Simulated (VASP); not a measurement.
Wanted: the native input for a VASP 6.6.1 run.

```yaml
Task: single point
Functional: PBE
Potentials_or_basis: VASP PAW PBE potentials, release 64 (Ga_d, O)
Cutoff: 520 eV
k_mesh: 10 × 10 × 6
Occupations: gaussian, width 0.05 eV
Spin: no spin polarisation
Dipole_correction: no
Further_INCAR_settings: ALGO = Normal; EDIFF = 1e-07; NBANDS = 55
```

The structure of Ga2O3 lies in POSCAR:

```
Ga2O3
1.0
    6.2274305598     -1.5417565250      0.0114924401
    6.2274305598      1.5417565250      0.0114924401
   -1.4027234635      0.0000000000      5.7076941923
Ga O
4 6
Direct
    0.0899134338      0.0899134338      0.7947233208
    0.9100865662      0.9100865662      0.2052766792
    0.6585007301      0.6585007301      0.3141978956
    0.3414992699      0.3414992699      0.6858021044
    0.1634883775      0.1634883775      0.1092060622
    0.8365116225      0.8365116225      0.8907939378
    0.1737013130      0.1737013130      0.5643594347
    0.8262986870      0.8262986870      0.4356405653
    0.4964683254      0.4964683254      0.2841132258
    0.5039804303      0.5039804303      0.7433186392
```

This cell differs from its parent crystal: atom 9 (O) moved +0.160 Å towards its neighbour atom 10 (O) at 2.838 Å.

These files were run (other wordings do the same):

INCAR

```
ALGO     = Normal         # electronic algorithm
EDIFF    = 1E-7           # SCF threshold, eV
ENCUT    = 520            # plane-wave cutoff, eV
GGA      = PE             # functional
ISIF     = 2              # what is computed and relaxed
ISMEAR   = 0              # smearing method
LASPH    = T              # aspherical terms in the spheres
LCHARG   = T              # write CHGCAR
LELF     = T              # ELF
LREAL    = F              # projectors in reciprocal space
LVHAR    = T            
LWAVE    = F              # write WAVECAR
NBANDS   = 55             # bands
NELM     = 80             # most SCF steps
PREC     = Accurate       # precision mode
SIGMA    = 0.05           # smearing width, eV
```

KPOINTS

```
k-points
0
Gamma
  10 10 6
```

Potentials or basis: VASP PAW PBE potentials, release 64 (Ga_d, O).

Launch:

```console
$ cat potpaw_PBE.64/Ga_d/POTCAR potpaw_PBE.64/O/POTCAR > POTCAR
$ mpirun -np 1 vasp_std > vasp.out
```

It gave:

- Pressure: 0.4 GPa
- Largest force: 0.812 eV/Å
- Band gap on the k mesh: 1.93 eV (least direct gap 1.94 eV)

Caveat: the cell differs from its parent crystal (atom 9 (O) moved +0.160 Å towards its neighbour atom 10 (O) at 2.838 Å).

Run time: 40 min on 1 thread of Oxide Virtual Turin-like Processor, with other jobs on the host, peak memory 0.81 GiB.
